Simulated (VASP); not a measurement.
# AlN (Cm) in VASP: single point with r2SCAN

Aim: the single point of AlN with r2SCAN.

Everything below comes from runs of VASP 6.6.1. Logs are shortened: lines on timing, memory, paths and dates and some standing lists are left out, and cuts for length are marked.

## Step 1: The cell of the first run

It takes space group Cm (No. 8, monoclinic). Conventional cell: a = 5.350 Å, b = 3.089 Å, c = 3.089 Å, α = 90.00°, β = 125.26°, γ = 90.00°. Within 1.7 Å of Al (site symmetry m) lie 1 N at 1.27 Å. Within 1.7 Å of N (site symmetry m) lie 1 Al at 1.27 Å.

## Step 2: Single point, r2SCAN (atom 1 (Al) moved by (-0.450, -0.450) A along [1 1 0] and z)

POSCAR reads:

```
AlN
1.0
    0.0000000000      2.1839935596      2.1839935596
    2.1839935596      0.0000000000      2.1839935596
    2.1839935596      2.1839935596      0.0000000000
Al N
1 1
Direct
   -0.1030222818     -0.1030222818     -0.0426732264
    0.7500000000      0.7500000000      0.7500000000
```

INCAR.step1 reads:

```
PREC     = Accurate       # precision mode
ENCUT    = 520            # plane-wave cutoff, eV
ISMEAR   = 0              # smearing method
SIGMA    = 0.05           # smearing width, eV
LREAL    = False          # projectors in reciprocal space
LASPH    = True           # aspherical terms in the spheres
NELM     = 80             # most SCF steps
NBANDS   = 11             # bands
GGA      = PE             # functional
ALGO     = Normal         # electronic algorithm
EDIFF    = 1E-4           # SCF threshold, eV
LWAVE    = True           # write WAVECAR
LCHARG   = False          # write CHGCAR
```

INCAR.step2 reads:

```
PREC     = Accurate       # precision mode
ENCUT    = 520            # plane-wave cutoff, eV
EDIFF    = 1E-6           # SCF threshold, eV
ISMEAR   = 0              # smearing method
SIGMA    = 0.05           # smearing width, eV
LREAL    = False          # projectors in reciprocal space
LASPH    = True           # aspherical terms in the spheres
NELM     = 80             # most SCF steps
ALGO     = Normal         # electronic algorithm
ISIF     = 2              # what is computed and relaxed
LWAVE    = False          # write WAVECAR
LCHARG   = False          # write CHGCAR
METAGGA  = R2SCAN         # meta-GGA
LMIXTAU  = True         
NBANDS   = 11             # bands
ISTART   = 1
```

KPOINTS reads:

```
regular mesh
0
Gamma
  10 10 10
```

Potentials or basis: VASP PAW PBE potentials, release 64 (Al, N).

On the command line:

```
> cat potpaw_PBE.64/Al/POTCAR potpaw_PBE.64/N/POTCAR > POTCAR
> cp INCAR.step1 INCAR
> mpirun -np 1 vasp_std > vasp.out
> cp INCAR.step2 INCAR
> mpirun -np 1 vasp_std > vasp.out
```

OUTCAR:

```text
PREC = Accurate
   ENCUT = 520
   EDIFF = 1E-6
   ISMEAR = 0
   LREAL = False
   LASPH = True
   NELM = 80
   ISIF = 2
   METAGGA = R2SCAN
   ISTART = 1

 ion  position               nearest neighbor table
   1  0.897  0.897  0.957-   2 1.27   2 2.10   2 2.23   2 2.23
   2  0.750  0.750  0.750-   1 1.27   1 2.10   1 2.23   1 2.23

 -----------------------------------------------------------------------------
|                                                                             |
|           W    W    AA    RRRRR   N    N  II  N    N   GGGG   !!!           |
|           W    W   A  A   R    R  NN   N  II  NN   N  G    G  !!!           |
|           W    W  A    A  R    R  N N  N  II  N N  N  G       !!!           |
|           W WW W  AAAAAA  RRRRR   N  N N  II  N  N N  G  GGG   !            |
|           WW  WW  A    A  R   R   N   NN  II  N   NN  G    G                |
|           W    W  A    A  R    R  N    N  II  N    N   GGGG   !!!           |
|                                                                             |
|     The distance between some ions is very small. Please check the          |
|     nearest-neighbor list in the OUTCAR file.                               |
|     I HOPE YOU KNOW WHAT YOU ARE DOING!                                     |
|                                                                             |
 -----------------------------------------------------------------------------

  LATTYP: Found a face centered cubic cell.
 ALAT       =     4.3679871192

  Lattice vectors:

 A1 = (   0.0000000000,   2.1839935596,   2.1839935596)
 A2 = (   2.1839935596,   0.0000000000,   2.1839935596)
 A3 = (   2.1839935596,   2.1839935596,   0.0000000000)

Analysis of symmetry for initial positions (statically):
=====================================================================
 Subroutine PRICEL returns:
 Original cell was already a primitive cell.

 Routine SETGRP: Setting up the symmetry group for a
 face centered cubic supercell.

 Subroutine GETGRP returns: Found  2 space group operations
 (whereof  2 operations were pure point group operations)
 out of a pool of 48 trial point group operations.

The static configuration has the point symmetry C_1h.

Analysis of symmetry for dynamics (positions and initial velocities):
=====================================================================
 Subroutine PRICEL returns:
 Original cell was already a primitive cell.

 Routine SETGRP: Setting up the symmetry group for a
 face centered cubic supercell.

 Subroutine GETGRP returns: Found  2 space group operations
 (whereof  2 operations were pure point group operations)
 out of a pool of 48 trial point group operations.

The dynamic configuration has the point symmetry C_1h.

 Subroutine INISYM returns: Found  2 space group operations
 (whereof  2 operations are pure point group operations),
 and found     1 'primitive' translations

----------------------------------------------------------------------------------------

                                     Primitive cell

  volume of cell :      20.8345

  direct lattice vectors                    reciprocal lattice vectors
     0.000000000  2.183993560  2.183993560    -0.228938404  0.228938404  0.228938404
     2.183993560  0.000000000  2.183993560     0.228938404 -0.228938404  0.228938404
     2.183993560  2.183993560  0.000000000     0.228938404  0.228938404 -0.228938404

  length of vectors
     3.088633312  3.088633312  3.088633312     0.396532948  0.396532948  0.396532948

  position of ions in fractional coordinates (direct lattice)
     0.896977718  0.896977718  0.957326774
     0.750000000  0.750000000  0.750000000

  ion indices of the primitive-cell ions
   primitive index   ion index
                 1           1
                 2           2

----------------------------------------------------------------------------------------

 KPOINTS: regular mesh

Automatic generation of k-mesh.
 Grid dimensions read from file:
 generate k-points for:   10   10   10

 Generating k-lattice:

  Cartesian coordinates                     Fractional coordinates (reciprocal lattice)
    -0.022893840  0.022893840  0.022893840     0.100000000  0.000000000  0.000000000
     0.022893840 -0.022893840  0.022893840     0.000000000  0.100000000  0.000000000
     0.022893840  0.022893840 -0.022893840     0.000000000  0.000000000  0.100000000

  Length of vectors
     0.039653295  0.039653295  0.039653295

  Shift w.r.t. Gamma in fractional coordinates (k-lattice)
     0.000000000  0.000000000  0.000000000

 Subroutine IBZKPT returns following result:
 ===========================================

 Found    282 irreducible k-points:

 Following reciprocal coordinates:
            Coordinates               Weight
  0.000000  0.000000  0.000000      1.000000
  0.100000  0.000000  0.000000      4.000000
  0.000000  0.000000  0.100000      2.000000
  0.100000  0.100000  0.100000      2.000000
  0.200000  0.000000  0.000000      4.000000
  0.000000  0.000000  0.200000      2.000000
[... 16 lines left out ...]
  0.200000  0.100000  0.200000      4.000000
  0.100000 -0.100000 -0.100000      4.000000
 [... further k-points ...]
   k-points           NKPTS =    282   k-points in BZ     NKDIM =    282   number of bands    NBANDS=     11
   number of dos      NEDOS =    301   number of ions     NIONS =      2
   total plane-waves  NPLWV =  13824
   dimension x,y,z NGX =    24 NGY =   24 NGZ =   24
   dimension x,y,z NGXF=    48 NGYF=   48 NGZF=   48
   ions per type =               1   1
   NGX,Y,Z   is equivalent  to a cutoff of  12.92, 12.92, 12.92 a.u.
   NGXF,Y,Z  is equivalent  to a cutoff of  25.84, 25.84, 25.84 a.u.
 SYSTEM =  unknown system
   PREC   = accura    normal or accurate (medium, high low for compatibility)
   ISTART =      1    job   : 0-new  1-cont  2-samecut
   ICHARG =      0    charge: 1-file 2-atom 10-const
   ISPIN  =      1    spin polarized calculation?
   LNONCOLLINEAR =      F non collinear calculations
   LSORBIT =      F    spin-orbit coupling
   LASPH  =      T    aspherical Exc in radial PAW
   ENCUT  =  520.0 eV  38.22 Ry    6.18 a.u.   5.74  5.74  5.74*2*pi/ulx,y,z
   NELM   =     80;   NELMIN=  2; NELMDL=  0     # of ELM steps
   EDIFF  = 0.1E-05   stopping-criterion for ELM
   LREAL  =      F    real-space projection
   EDIFFG = 0.1E-04   stopping-criterion for IOM
   NSW    =      0    number of steps for IOM
   IBRION =     -1    ionic relax: 0-MD 1-quasi-New 2-CG
   NFREE  =      0    steps in history (QN), initial steepest desc. (CG)
   ISIF   =      2    stress and relaxation
   ISYM   =      2    0-nonsym 1-usesym 2-fastsym
   POTIM  = 0.5000    time-step for ionic-motion
   TEBEG  =    0.0;   TEEND  =   0.0 temperature during run
   PSTRESS=    0.0 pullay stress
   NELECT =       8.0000    total number of electrons
   NUPDOWN=      -1.0000    fix difference up-down
   EMIN   =  10.00;   EMAX   =-10.00  energy-range for DOS
   EFERMI =   0.00;   METHOD = LEGACY
   ISMEAR =     0;   SIGMA  =   0.05  broadening in eV -4-tet -1-fermi 0-gaus
   EFERMI_NEDOS =   21; number of points for ismear=-14 and -15
   IALGO  =     38    algorithm
   IMIX   =      4    mixing-type and parameters
     AMIX     =   0.40;   BMIX     =  1.00
     AMIX_MAG =   1.60;   BMIX_MAG =  1.00
  volume/ion in A,a.u.               =      10.42        70.30
  Fermi-wavevector in a.u.,A,eV,Ry     =   1.189899  2.248583 19.263943  1.415860
  Thomas-Fermi vector in A             =   2.325996
   LORBIT       =      0    0 simple, 1 ext, 2 COOP (PROOUT), +10 PAW based schemes
   METAGGA = R2SCAN    functional components
   LHFCALC =     F    Hartree Fock is set to
   AEXX    =    0.0000 exact exchange contribution
   IVDW    =     0    specifies the selected vdW correction
   LEPSILON=     F    determine dielectric tensor
   LRPA    =     F    only Hartree local field effects (RPA)
 non-spin polarized calculation
 Gauss-broadening in eV      SIGMA  =   0.05
  energy-cutoff  :      520.00
  volume of cell :       20.83
 maximum number of plane-waves:       571
   NGX = 11   NGY = 11   NGZ = 11

 number of electron       8.0000000 magnetization

 Free energy of the ion-electron system (eV)
  ---------------------------------------------------
  ext. energy  EPLUGINS =         0.00000000
  ---------------------------------------------------
  free energy    TOTEN  =       -10.30136553 eV

  energy without entropy =      -10.30136553  energy(sigma->0) =      -10.30136553

 E-fermi :   5.9261     XC(G=0): -11.2774

 val. band max:        5.7172073229   @ k =   0.0000   0.0000   0.0000
 cond. band min:       9.4770066870   @ k =   0.0000   0.5000   0.5000
 fundamental gap:      3.7597993641
 Fermi energy:         5.9261211532

 k-point     1 :       0.0000    0.0000    0.0000
  band No.  band energies     occupation
      1     -10.0177      2.00000
      2       4.5955      2.00000
      3       5.4739      2.00000
      4       5.7172      2.00000
      5       9.9600      0.00000
      6      19.0160      0.00000
      7      19.0796      0.00000
      8      20.1416      0.00000
      9      23.2976      0.00000
     10      23.5174      0.00000
     11      26.5346      0.00000

 k-point     2 :       0.1000    0.0000    0.0000
  band No.  band energies     occupation
      1      -9.8780      2.00000
      2       4.1956      2.00000
      3       5.2885      2.00000
      4       5.5527      2.00000
      5      10.5121      0.00000
      6      17.9408      0.00000
      7      19.0012      0.00000
      8      20.8093      0.00000
      9      22.9938      0.00000
     10      23.1774      0.00000
     11      25.3699      0.00000
[... 295 lines left out ...]
 k-point    24 :       0.1000   -0.1000   -0.1000
  band No.  band energies     occupation
      1      -9.5213      2.00000
      2       3.2927      2.00000
      3       5.0093      2.00000
      4       5.2165      2.00000
      5      11.5018      0.00000
      6      16.4111      0.00000
      7      18.9324      0.00000
      8      19.5041      0.00000
      9      23.0076      0.00000
     10      25.1075      0.00000
     11      25.6543      0.00000

 [... further k-points ...]
[... 5 lines left out ...]
  --------------------------------------------------------------------------------------
  -------------------------------------------------------------------------------------
  Total       17.9765892     17.9765892     11.2909504     18.8821831     15.9607882     15.9607171
  in kB     1382.4003008   1382.4003008    868.2744569   1452.0405041   1227.3851412   1227.3796754
  external PRESSURE =    1211.0250195 kB  Pullay stress =       0.0000000 kB

 VOLUME and BASIS-vectors are now :
 -----------------------------------------------------------------------------
  energy-cutoff  :      520.00
  volume of cell :       20.83
      direct lattice vectors                 reciprocal lattice vectors
     0.000000000  2.183993560  2.183993560    -0.228938404  0.228938404  0.228938404
     2.183993560  0.000000000  2.183993560     0.228938404 -0.228938404  0.228938404
     2.183993560  2.183993560  0.000000000     0.228938404  0.228938404 -0.228938404

 POSITION                                       TOTAL-FORCE (eV/Angst)
 -----------------------------------------------------------------------------------
      4.04979      4.04979      3.91799        27.971137     27.971137     23.652080
      3.27599      3.27599      3.27599       -27.971137    -27.971137    -23.652080
 -----------------------------------------------------------------------------------
    total drift:                                0.000070      0.000070      0.000249

  FREE ENERGIE OF THE ION-ELECTRON SYSTEM (eV)
  ---------------------------------------------------
  free  energy   TOTEN  =       -10.3013655269 eV

  energy  without entropy=      -10.3013655269  energy(sigma->0) =      -10.30136553
```

Wall time 7.7 min (1 thread of AMD EPYC 7R13, shared host); peak memory 0.15 GiB.

What came out:

| Item | Value |
| --- | --- |
| Free energy | -10.3014 eV |
| Pressure | 121.1 GPa |
| Largest force | 46.089 eV/Å |
| Band gap on the k mesh | 3.76 eV, indirect (least direct gap 4.24 eV) |

Forces on the atoms (eV/Å):
```
Al   27.971  27.971  23.652
N   -27.971 -27.971 -23.652
```

Stress tensor (GPa, compression positive):
```
138.24 145.20 122.74
145.20 138.24 122.74
122.74 122.74  86.83
```

Levels at points of the mesh, in eV from the valence-band top:
| k point | band 2 | band 3 | band 4 | band 5 | band 6 | band 7 |
| --- | --- | --- | --- | --- | --- | --- |
| (0.00, 0.00, 0.00) | -1.12 | -0.24 | 0.00 | 4.24 | 13.30 | 13.36 |
| (0.50, 0.00, 0.00) | -5.77 | -1.00 | -0.65 | 6.95 | 9.97 | 11.37 |
| (0.00, 0.00, 0.50) | -5.90 | -0.80 | -0.58 | 6.64 | 9.92 | 11.30 |
| (0.50, 0.50, 0.50) | -5.82 | -0.55 | -0.44 | 6.87 | 9.53 | 12.11 |
| (0.50, 0.50, 0.00) | -5.04 | -1.91 | -1.72 | 3.88 | 8.63 | 12.82 |
| (0.00, 0.50, 0.50) | -4.97 | -1.80 | -1.71 | 3.76 | 8.21 | 12.57 |

Caveat: the cell differs from its parent crystal (atom 1 (Al) moved by (-0.450, -0.450) A along [1 1 0] and z); the PAW data sets were made with another functional, which shifts forces and pressure a little.
